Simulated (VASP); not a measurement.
Here is a VASP 6.6.1 calculation.

INCAR

```
ALGO = Normal
EDIFF = 1E-7
EDIFFG = -0.002
ENCUT = 600
GGA = PS
IBRION = 2
ISIF = 3
ISMEAR = -1
LASPH = True
LCHARG = False
LREAL = False
LWAVE = False
NELM = 60
NSW = 100
PREC = Accurate
SIGMA = 0.1
```

The input KPOINTS:

```
k-points
0
Gamma
  8 8 10
```

The input POSCAR:

```
TiO2
1.0
    4.5922000000      0.0000000000      0.0000000000
    0.0000000000      4.5922000000      0.0000000000
    0.0000000000      0.0000000000      2.9574000000
Ti O
2 4
Direct
    0.0000000000      0.0000000000      0.0000000000
    0.5000000000      0.5000000000      0.5000000000
    0.3049600000      0.3049600000      0.0000000000
    0.1950400000      0.8049600000      0.5000000000
    0.6950400000      0.6950400000      0.0000000000
    0.8049600000      0.1950400000      0.5000000000
```

Potentials or basis: VASP PAW PBE potentials, release 64 (Ti_sv, O).

Launch:

```console
$ cat potpaw_PBE.64/Ti_sv/POTCAR potpaw_PBE.64/O/POTCAR > POTCAR
$ mpirun -np 1 vasp_std > vasp.out
```

Q: Estimate the relaxed volume.

A: 10.34 Å³/atom.

Q: Estimate the relaxed cell.

A: a = 4.592 Å, b = 4.592 Å, c = 2.942 Å, α = 90.00°, β = 90.00°, γ = 90.00°.

Final structure:
```
Ti O
1.0
     4.59242    0.00000    0.00000
     0.00000    4.59242    0.00000
     0.00000    0.00000    2.94188
Ti O
2 4
Direct
  0.00000 0.00000 0.00000
  0.50000 0.50000 0.50000
  0.30433 0.30433 0.00000
  0.19567 0.80433 0.50000
  0.69567 0.69567 0.00000
  0.80433 0.19567 0.50000
```

Caveat: the PAW data sets were made with another functional, which shifts forces and pressure a little.
